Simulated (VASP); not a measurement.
# SnO (Pmn2_1) in VASP: a series of runs

The runs below take SnO through single point, with PBEsol.

Program: VASP 6.6.1. These are calculated values, not measurements. Logs are shortened: lines on timing, memory, paths and dates and some standing lists are left out, and cuts for length are marked.

## 1. The cell of the first run

The structure is orthorhombic, space group Pmn2_1 (No. 31). The conventional cell has a = 3.377 Å, b = 5.712 Å, c = 4.250 Å, α = 90.00°, β = 90.00°, γ = 90.00°. Sn (site symmetry m) has 3 O at 2.17 Å within 2.9 Å. Within 3.0 Å of O (site symmetry m) lie 3 Sn at 2.17 Å and 4 O at 2.98 Å.

## 2. Single point, PBEsol

Input file INCAR:

```
SYSTEM = SnO
PREC = Accurate
ENCUT = 520
EDIFF = 1E-6
ISMEAR = -1
SIGMA = 0.02
LREAL = .FALSE.
LASPH = .TRUE.
NELM = 80
ALGO = Normal
ISIF = 2
LWAVE = .FALSE.
LCHARG = .FALSE.
GGA = PS
NBANDS = 28
```

Input file KPOINTS:

```
Automatic mesh
0
G
  6 4 6
  0 0 0
```

Input file POSCAR:

```
SnO
1.0
    3.3772242237      0.0000000000      0.0000000000
    0.0000000000      5.7116819428      0.0000000000
    0.0000000000      0.0000000000      4.2499308811
Sn O
2 2
Direct
    0.0000000000      0.2319090000      0.5131440000
    0.5000000000      0.7680910000      0.0131440000
    0.0000000000      0.8912500000      0.7368570000
    0.5000000000      0.1087500000      0.2368570000
```

Potentials or basis: VASP PAW PBE potentials, release 64 (Sn_d, O).

Command:

```bash
> cat potpaw_PBE.64/Sn_d/POTCAR potpaw_PBE.64/O/POTCAR > POTCAR
> mpirun -np 1 vasp_std > vasp.out
```

OUTCAR:

```text
SYSTEM = SnO
   PREC = Accurate
   ENCUT = 520
   EDIFF = 1E-6
   ISMEAR = -1
   LREAL = .FALSE.
   LASPH = .TRUE.
   NELM = 80
   ISIF = 2
   GGA = PS

 ion  position               nearest neighbor table
   1  0.000  0.232  0.513-   3 2.17   4 2.17   4 2.17
   2  0.500  0.768  0.013-   4 2.17   3 2.17   3 2.17
   3  0.000  0.891  0.737-   1 2.17   2 2.17   2 2.17
   4  0.500  0.109  0.237-   2 2.17   1 2.17   1 2.17

  LATTYP: Found a simple orthorhombic cell.
 ALAT       =     3.3772242237
 B/A-ratio  =     1.2584094510
 C/A-ratio  =     1.6912356315

  Lattice vectors:

 A1 = (  -3.3772242237,   0.0000000000,   0.0000000000)
 A2 = (   0.0000000000,   0.0000000000,   4.2499308811)
 A3 = (   0.0000000000,   5.7116819428,   0.0000000000)

Analysis of symmetry for initial positions (statically):
=====================================================================
 Subroutine PRICEL returns:
 Original cell was already a primitive cell.

 Routine SETGRP: Setting up the symmetry group for a
 simple orthorhombic supercell.

 Subroutine GETGRP returns: Found  4 space group operations
 (whereof  2 operations were pure point group operations)
 out of a pool of  8 trial point group operations.

The static configuration has the point symmetry C_1h.
 The point group associated with its full space group is C_2v.

Analysis of symmetry for dynamics (positions and initial velocities):
=====================================================================
 Subroutine PRICEL returns:
 Original cell was already a primitive cell.

 Routine SETGRP: Setting up the symmetry group for a
 simple orthorhombic supercell.

 Subroutine GETGRP returns: Found  4 space group operations
 (whereof  2 operations were pure point group operations)
 out of a pool of  8 trial point group operations.

The dynamic configuration has the point symmetry C_1h.
 The point group associated with its full space group is C_2v.

 Subroutine INISYM returns: Found  4 space group operations
 (whereof  2 operations are pure point group operations),
 and found     1 'primitive' translations

----------------------------------------------------------------------------------------

                                     Primitive cell

  volume of cell :      81.9796

  direct lattice vectors                    reciprocal lattice vectors
     3.377224224  0.000000000  0.000000000     0.296101157  0.000000000  0.000000000
     0.000000000  5.711681943  0.000000000     0.000000000  0.175079777  0.000000000
     0.000000000  0.000000000  4.249930881     0.000000000  0.000000000  0.235297944

  length of vectors
     3.377224224  5.711681943  4.249930881     0.296101157  0.175079777  0.235297944

  position of ions in fractional coordinates (direct lattice)
     0.000000000  0.231909000  0.513144000
     0.500000000  0.768091000  0.013144000
     0.000000000  0.891250000  0.736857000
     0.500000000  0.108750000  0.236857000

  ion indices of the primitive-cell ions
   primitive index   ion index
                 1           1
                 2           2
                 3           3
                 4           4

----------------------------------------------------------------------------------------

 KPOINTS: Automatic mesh

Automatic generation of k-mesh.
 Grid dimensions read from file:
 generate k-points for:    6    4    6

 Generating k-lattice:

  Cartesian coordinates                     Fractional coordinates (reciprocal lattice)
     0.049350193  0.000000000  0.000000000     0.166666667  0.000000000  0.000000000
     0.000000000  0.043769944  0.000000000     0.000000000  0.250000000  0.000000000
     0.000000000  0.000000000  0.039216324     0.000000000  0.000000000  0.166666667

  Length of vectors
     0.049350193  0.043769944  0.039216324

  Shift w.r.t. Gamma in fractional coordinates (k-lattice)
     0.000000000  0.000000000  0.000000000

 Subroutine IBZKPT returns following result:
 ===========================================

 Found     48 irreducible k-points:

 Following reciprocal coordinates:
            Coordinates               Weight
  0.000000  0.000000  0.000000      1.000000
  0.166667  0.000000  0.000000      2.000000
  0.333333  0.000000  0.000000      2.000000
  0.500000  0.000000  0.000000      1.000000
  0.000000  0.250000  0.000000      2.000000
  0.166667  0.250000  0.000000      4.000000
[... 16 lines left out ...]
  0.333333  0.500000  0.166667      4.000000
  0.500000  0.500000  0.166667      2.000000
 [... further k-points ...]
   k-points           NKPTS =     48   k-points in BZ     NKDIM =     48   number of bands    NBANDS=     28
   number of dos      NEDOS =    301   number of ions     NIONS =      4
   total plane-waves  NPLWV =  37632
   dimension x,y,z NGX =    28 NGY =   42 NGZ =   32
   dimension x,y,z NGXF=    56 NGYF=   84 NGZF=   64
   ions per type =               2   2
   NGX,Y,Z   is equivalent  to a cutoff of  13.78, 12.22, 12.52 a.u.
   NGXF,Y,Z  is equivalent  to a cutoff of  27.57, 24.45, 25.04 a.u.
 SYSTEM =  SnO
   PREC   = accura    normal or accurate (medium, high low for compatibility)
   ISTART =      0    job   : 0-new  1-cont  2-samecut
   ICHARG =      2    charge: 1-file 2-atom 10-const
   ISPIN  =      1    spin polarized calculation?
   LNONCOLLINEAR =      F non collinear calculations
   LSORBIT =      F    spin-orbit coupling
   LASPH  =      T    aspherical Exc in radial PAW
   ENCUT  =  520.0 eV  38.22 Ry    6.18 a.u.   6.28 10.62  7.90*2*pi/ulx,y,z
   NELM   =     80;   NELMIN=  2; NELMDL= -5     # of ELM steps
   EDIFF  = 0.1E-05   stopping-criterion for ELM
   LREAL  =      F    real-space projection
   EDIFFG = 0.1E-04   stopping-criterion for IOM
   NSW    =      0    number of steps for IOM
   IBRION =     -1    ionic relax: 0-MD 1-quasi-New 2-CG
   NFREE  =      0    steps in history (QN), initial steepest desc. (CG)
   ISIF   =      2    stress and relaxation
   ISYM   =      2    0-nonsym 1-usesym 2-fastsym
   POTIM  = 0.5000    time-step for ionic-motion
   TEBEG  =    0.0;   TEEND  =   0.0 temperature during run
   PSTRESS=    0.0 pullay stress
   NELECT =      40.0000    total number of electrons
   NUPDOWN=      -1.0000    fix difference up-down
   EMIN   =  10.00;   EMAX   =-10.00  energy-range for DOS
   EFERMI =   0.00;   METHOD = LEGACY
   ISMEAR =    -1;   SIGMA  =   0.02  broadening in eV -4-tet -1-fermi 0-gaus
   EFERMI_NEDOS =   21; number of points for ismear=-14 and -15
   IALGO  =     38    algorithm
   IMIX   =      4    mixing-type and parameters
     AMIX     =   0.40;   BMIX     =  1.00
     AMIX_MAG =   1.60;   BMIX_MAG =  1.00
  volume/ion in A,a.u.               =      20.49       138.31
  Fermi-wavevector in a.u.,A,eV,Ry     =   1.288822  2.435520 22.600119  1.661062
  Thomas-Fermi vector in A             =   2.420752
   LORBIT       =      0    0 simple, 1 ext, 2 COOP (PROOUT), +10 PAW based schemes
   GGA     = PS    functional components
   LHFCALC =     F    Hartree Fock is set to
   AEXX    =    0.0000 exact exchange contribution
   IVDW    =     0    specifies the selected vdW correction
   LEPSILON=     F    determine dielectric tensor
   LRPA    =     F    only Hartree local field effects (RPA)
 non-spin polarized calculation
  energy-cutoff  :      520.00
  volume of cell :       81.98
 maximum number of plane-waves:      2232
 NGX is ok and might be reduce to    28
   NGX = 13   NGY = 21   NGZ = 15

 number of electron      39.9999998 magnetization

 Free energy of the ion-electron system (eV)
  ---------------------------------------------------
  ext. energy  EPLUGINS =         0.00000000
  ---------------------------------------------------
  free energy    TOTEN  =       -23.76238671 eV

  energy without entropy =      -23.76238671  energy(sigma->0) =      -23.76238671

 E-fermi :   4.8750     XC(G=0):  -9.6691

 val. band max:        4.4799524701   @ k =   0.0000   0.0000   0.0000
 cond. band min:       6.0830188270   @ k =   0.3333   0.5000   0.0000
 fundamental gap:      1.6030663569
 Fermi energy:         4.8750230820

 k-point     1 :       0.0000    0.0000    0.0000
  band No.  band energies     occupation
      1     -16.5757      2.00000
      2     -16.2820      2.00000
      3     -16.2058      2.00000
      4     -16.1811      2.00000
      5     -16.1554      2.00000
      6     -16.1240      2.00000
[... 20 lines left out ...]
     27      13.0878      0.00000
     28      13.6391      0.00000

 k-point     2 :       0.1667    0.0000    0.0000
  band No.  band energies     occupation
      1     -16.5652      2.00000
      2     -16.2825      2.00000
      3     -16.2177      2.00000
      4     -16.1910      2.00000
      5     -16.1665      2.00000
      6     -16.1257      2.00000
[... 20 lines left out ...]
     27      13.0085      0.00000
     28      13.8290      0.00000

 k-point     3 :       0.3333    0.0000    0.0000
  band No.  band energies     occupation
      1     -16.5592      2.00000
      2     -16.4277      2.00000
      3     -16.1765      2.00000
      4     -16.1637      2.00000
      5     -16.1526      2.00000
      6     -16.1348      2.00000
[... 20 lines left out ...]
     27      12.5287      0.00000
     28      14.0958      0.00000

 k-point     4 :       0.5000    0.0000    0.0000
  band No.  band energies     occupation
      1     -16.5325      2.00000
      2     -16.5325      2.00000
      3     -16.1657      2.00000
      4     -16.1657      2.00000
      5     -16.1326      2.00000
      6     -16.1326      2.00000
[... 578 lines left out ...]
     27      13.7574      0.00000
     28      14.7294      0.00000

 k-point    23 :       0.3333    0.5000    0.1667
  band No.  band energies     occupation
      1     -16.5573      2.00000
      2     -16.4435      2.00000
      3     -16.1746      2.00000
      4     -16.1724      2.00000
      5     -16.1459      2.00000
      6     -16.1369      2.00000
[... 20 lines left out ...]
     27      13.5930      0.00000
     28      14.1008      0.00000

 k-point    24 :       0.5000    0.5000    0.1667
  band No.  band energies     occupation
      1     -16.5409      2.00000
      2     -16.5409      2.00000
      3     -16.1695      2.00000
      4     -16.1695      2.00000
      5     -16.1292      2.00000
      6     -16.1292      2.00000
[... 20 lines left out ...]
     27      13.5211      0.00000
     28      13.5211      0.00000

 [... further k-points ...]

------------------------ aborting loop because EDIFF is reached ----------------------------------------

  FORCE on cell =-STRESS in cart. coord.  units (eV):
  Direction    XX          YY          ZZ          XY          YZ          ZX
  --------------------------------------------------------------------------------------
  -------------------------------------------------------------------------------------
  Total       -2.5780657     -2.0453738     -1.8551216      0.0000000      0.0000000      0.0000000
  in kB      -50.3847127    -39.9739901    -36.2557744      0.0000000      0.0000000      0.0000000
  external PRESSURE =     -42.2048257 kB  Pullay stress =       0.0000000 kB

 VOLUME and BASIS-vectors are now :
 -----------------------------------------------------------------------------
  energy-cutoff  :      520.00
  volume of cell :       81.98
      direct lattice vectors                 reciprocal lattice vectors
     3.377224224  0.000000000  0.000000000     0.296101157  0.000000000  0.000000000
     0.000000000  5.711681943  0.000000000     0.000000000  0.175079777  0.000000000
     0.000000000  0.000000000  4.249930881     0.000000000  0.000000000  0.235297944

 POSITION                                       TOTAL-FORCE (eV/Angst)
 -----------------------------------------------------------------------------------
      0.00000      1.32459      2.18083         0.000000     -0.585718     -0.176026
      1.68861      4.38709      0.05586         0.000000      0.585718     -0.176026
      0.00000      5.09054      3.13159         0.000000      0.136601      0.176026
      1.68861      0.62115      1.00663         0.000000     -0.136601      0.176026
 -----------------------------------------------------------------------------------
    total drift:                                0.000000      0.000000      0.001833

  FREE ENERGIE OF THE ION-ELECTRON SYSTEM (eV)
  ---------------------------------------------------
  free  energy   TOTEN  =       -23.7623867102 eV

  energy  without entropy=      -23.7623867102  energy(sigma->0) =      -23.76238671
```

Wall time 2.5 min (1 thread of Intel Xeon 8259CL, shared host); peak memory 0.23 GiB.

Results:

| Property | Result |
| --- | --- |
| Free energy | -23.7624 eV |
| Pressure | -4.2 GPa |
| Largest force | 0.612 eV/Å |
| Band gap on the k mesh | 1.60 eV (least direct gap 2.35 eV) |

Forces on the atoms (eV/Å):
```
Sn   0.000 -0.586 -0.176
Sn   0.000  0.586 -0.176
O    0.000  0.137  0.176
O    0.000 -0.137  0.176
```

Stress tensor (GPa, compression positive):
```
-5.04  0.00  0.00
 0.00 -4.00  0.00
 0.00  0.00 -3.63
```

Caveat: the cell stands under tension; the PAW data sets were made with another functional, which shifts forces and pressure a little; spin-orbit coupling is left out, which moves the levels of the heavy elements.

## 3. Single point, PBEsol

This run uses another cell than the first one, of 20.90 Å³/atom.

Input file INCAR:

```
SYSTEM = SnO
PREC = Accurate
ENCUT = 520
EDIFF = 1E-7
ISMEAR = -1
SIGMA = 0.02
LREAL = .False.
LASPH = .True.
NELM = 100
ALGO = Normal
ISIF = 2
LWAVE = .False.
LCHARG = .True.
GGA = PS
LELF = .True.
LVHAR = .True.
NBANDS = 28
```

Input file KPOINTS:

```
Automatic mesh
0
Gamma
  6 4 6
  0 0 0
```

Input file POSCAR:

```
SnO
1.0
    3.3991548656      0.0000000000      0.0000000000
    0.0000000000      5.7487718259      0.0000000000
    0.0000000000      0.0000000000      4.2775286081
Sn O
2 2
Direct
    0.0000000000      0.2319090000      0.5131440000
    0.5000000000      0.7680910000      0.0131440000
    0.0000000000      0.8912500000      0.7368570000
    0.5000000000      0.1087500000      0.2368570000
```

Potentials or basis: VASP PAW PBE potentials, release 64 (Sn_d, O).

Command:

```bash
> cat potpaw_PBE.64/Sn_d/POTCAR potpaw_PBE.64/O/POTCAR > POTCAR
> mpirun -np 1 vasp_std > vasp.out
```

Wall time 2.8 min (1 thread of Intel Xeon 8259CL, shared host); peak memory 0.25 GiB.

Results (log left out):

- Free energy: -23.7153 eV
- Pressure: -5.4 GPa
- Largest force: 0.855 eV/Å
- Band gap on the k mesh: 1.63 eV (least direct gap 2.38 eV)

Forces on the atoms (eV/Å):
```
Sn   0.000 -0.818 -0.249
Sn   0.000  0.818 -0.249
O    0.000  0.149  0.249
O    0.000 -0.149  0.249
```

Stress tensor (GPa, compression positive):
```
-6.38  0.00  0.00
 0.00 -5.26  0.00
 0.00  0.00 -4.58
```

Levels at points of the mesh, in eV from the valence-band top:
| k point | band 16 | band 17 | band 18 | band 19 | band 20 | band 21 | band 22 | band 23 | band 24 | band 25 |
| --- | --- | --- | --- | --- | --- | --- | --- | --- | --- | --- |
| (0.00, 0.00, 0.00) | -3.58 | -3.23 | -2.44 | -1.85 | 0.00 | 2.60 | 3.04 | 5.72 | 5.77 | 7.76 |
| (0.50, 0.00, 0.00) | -4.22 | -2.35 | -2.35 | -1.21 | -1.21 | 2.53 | 2.53 | 5.36 | 5.36 | 6.36 |
| (0.00, 0.50, 0.00) | -3.79 | -3.55 | -2.46 | -1.43 | -1.24 | 3.28 | 3.80 | 4.73 | 4.84 | 6.69 |
| (0.50, 0.50, 0.00) | -4.08 | -2.42 | -2.42 | -0.87 | -0.87 | 1.81 | 1.81 | 6.09 | 6.09 | 6.93 |
| (0.00, 0.00, 0.50) | -3.21 | -2.98 | -2.98 | -1.54 | -1.54 | 2.57 | 2.57 | 5.07 | 5.07 | 7.69 |
| (0.50, 0.00, 0.50) | -3.83 | -2.98 | -2.98 | -1.03 | -1.03 | 2.09 | 2.09 | 4.52 | 4.52 | 6.64 |
| (0.00, 0.50, 0.50) | -2.97 | -2.71 | -2.71 | -1.43 | -1.43 | 1.86 | 1.86 | 5.80 | 5.80 | 7.59 |
| (0.50, 0.50, 0.50) | -3.96 | -3.23 | -3.23 | -0.42 | -0.42 | 2.42 | 2.42 | 4.03 | 4.03 | 5.94 |

Caveat: the cell stands under tension; the PAW data sets were made with another functional, which shifts forces and pressure a little; spin-orbit coupling is left out, which moves the levels of the heavy elements. A k mesh can miss the band edges.

## 4. Single point, PBEsol

This run uses another cell than the first one, of 21.30 Å³/atom.

Input file INCAR:

```
SYSTEM = SnO
ALGO = Normal
EDIFF = 1E-6
ENCUT = 520
GGA = PS
ISIF = 2
ISMEAR = -1
LASPH = .True.
LCHARG = .False.
LREAL = .False.
LWAVE = .False.
NBANDS = 28
NELM = 60
PREC = Accurate
SIGMA = 0.02
```

Input file KPOINTS:

```
k-points
0
Gamma
  6 4 6
  0 0 0
```

Input file POSCAR:

```
SnO
1.0
    3.4208061173      0.0000000000      0.0000000000
    0.0000000000      5.7853891942      0.0000000000
    0.0000000000      0.0000000000      4.3047747479
Sn O
2 2
Direct
    0.0000000000      0.2319090000      0.5131440000
    0.5000000000      0.7680910000      0.0131440000
    0.0000000000      0.8912500000      0.7368570000
    0.5000000000      0.1087500000      0.2368570000
```

Command:

```bash
> cat potpaw_PBE.64/Sn_d/POTCAR potpaw_PBE.64/O/POTCAR > POTCAR
> mpirun -np 1 vasp_std > vasp.out
```

Wall time 2.4 min (1 thread of Intel Xeon 8259CL, shared host); peak memory 0.25 GiB.

Results (log left out):

```
Free energy            : -23.6570 eV
Pressure               : -6.5 GPa
Largest force          : 1.080 eV/Å
Band gap on the k mesh : 1.65 eV (least direct gap 2.40 eV)
```

Forces in eV/Å, atoms in the order of the input:
```
Sn   0.000 -1.032 -0.318
Sn   0.000  1.032 -0.318
O    0.000  0.160  0.318
O    0.000 -0.160  0.318
```

Stress tensor (GPa, compression positive):
```
-7.58  0.00  0.00
 0.00 -6.40  0.00
 0.00  0.00 -5.44
```

Levels at points of the mesh, in eV from the valence-band top:
| k point | band 18 | band 19 | band 20 | band 21 | band 22 | band 23 |
| --- | --- | --- | --- | --- | --- | --- |
| (0.00, 0.00, 0.00) | -2.34 | -1.75 | 0.00 | 2.60 | 3.01 | 5.66 |
| (0.50, 0.00, 0.00) | -2.24 | -1.19 | -1.19 | 2.53 | 2.53 | 5.30 |
| (0.00, 0.50, 0.00) | -2.36 | -1.35 | -1.18 | 3.28 | 3.77 | 4.69 |
| (0.50, 0.50, 0.00) | -2.31 | -0.85 | -0.85 | 1.79 | 1.79 | 6.02 |
| (0.00, 0.00, 0.50) | -2.87 | -1.48 | -1.48 | 2.56 | 2.56 | 5.02 |
| (0.50, 0.00, 0.50) | -2.89 | -1.01 | -1.01 | 2.10 | 2.10 | 4.50 |
| (0.00, 0.50, 0.50) | -2.60 | -1.40 | -1.40 | 1.86 | 1.86 | 5.75 |
| (0.50, 0.50, 0.50) | -3.14 | -0.41 | -0.41 | 2.43 | 2.43 | 4.00 |

Caveat: the cell stands under tension; the PAW data sets were made with another functional, which shifts forces and pressure a little; spin-orbit coupling is left out, which moves the levels of the heavy elements.

## 5. Summary

```csv
cell,gap on the mesh (eV),pressure (GPa),largest force (eV/Å)
"a = 3.377, b = 5.712, c = 4.250 Å, 4 atoms",1.60,-4.2,0.61
"a = 3.399, b = 5.749, c = 4.278 Å, 4 atoms",1.63,-5.4,0.86
"a = 3.421, b = 5.785, c = 4.305 Å, 4 atoms",1.65,-6.5,1.08
```

Alike in all rows: task single point; level PBEsol; potentials or basis VASP PAW PBE potentials, release 64 (Sn_d, O); no spin polarisation; k mesh 6 × 4 × 6; cutoff (eV) 520; smearing fermi-dirac 0.02 eV.

Caveats: the cell stands under tension; the PAW data sets were made with another functional, which shifts forces and pressure a little; spin-orbit coupling is left out, which moves the levels of the heavy elements.

Absolute energies hang on the potentials; compare differences alone.
